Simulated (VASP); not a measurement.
Crystal: TaN.

```
CELL_PARAMETERS angstrom
0.00000 2.21132 2.21132
2.21132 0.00000 2.21132
2.21132 2.21132 0.00000
ATOMIC_POSITIONS crystal
Ta 0.50000 0.50000 0.50000
N 0.00000 0.00000 0.00000
```

| Property | Result |
| --- | --- |
| Program | VASP 6.6.1 |
| Task | relaxation of cell and atoms |
| Functional | PBEsol |
| Potentials or basis | VASP PAW PBE potentials, release 64 (Ta_pv, N) |
| Cutoff | 600 eV |
| k mesh | 10 × 10 × 10 |
| Occupations | fermi-dirac, width 0.05 eV |
| Spin | no spin polarisation |

At the start: pressure -10.0 GPa; volume 10.81 Å³/atom.

**Question.** Where does the relaxation end?

**Answer.** Over 4 steps the energy falls by 10.2 meV/atom and the volume is 10.50 Å³/atom (-2.9 %); space group Fm-3m (No. 225, to 0.1 Å) before and after.

The path:
| step | energy change (eV) | largest force (eV/Å) | pressure (GPa) | volume (Å³) |
| --- | --- | --- | --- | --- |
| 1 | 0.0000 | 0.0000 | -10.01 | 21.63 |
| 2 | 0.0996 | 0.0000 | 29.10 | 19.58 |
| 3 | -0.0204 | 0.0000 | -0.25 | 21.01 |
| 4 | -0.0205 | 0.0000 | -0.03 | 20.99 |

Final structure:
```cif
data_structure
_symmetry_space_group_name_H-M 'P 1'
_symmetry_Int_Tables_number 1
_cell_length_a 3.0964
_cell_length_b 3.0964
_cell_length_c 3.0964
_cell_angle_alpha 60.000
_cell_angle_beta 60.000
_cell_angle_gamma 60.000
_cell_volume 20.99
loop_
_atom_site_label
_atom_site_type_symbol
_atom_site_fract_x
_atom_site_fract_y
_atom_site_fract_z
_atom_site_occupancy
Ta1 Ta 0.50000 0.50000 0.50000 1
N1 N 0.00000 0.00000 0.00000 1
```

Caveat: the highest band is partly filled, so the run has too few bands; the PAW data sets were made with another functional, which shifts forces and pressure a little.
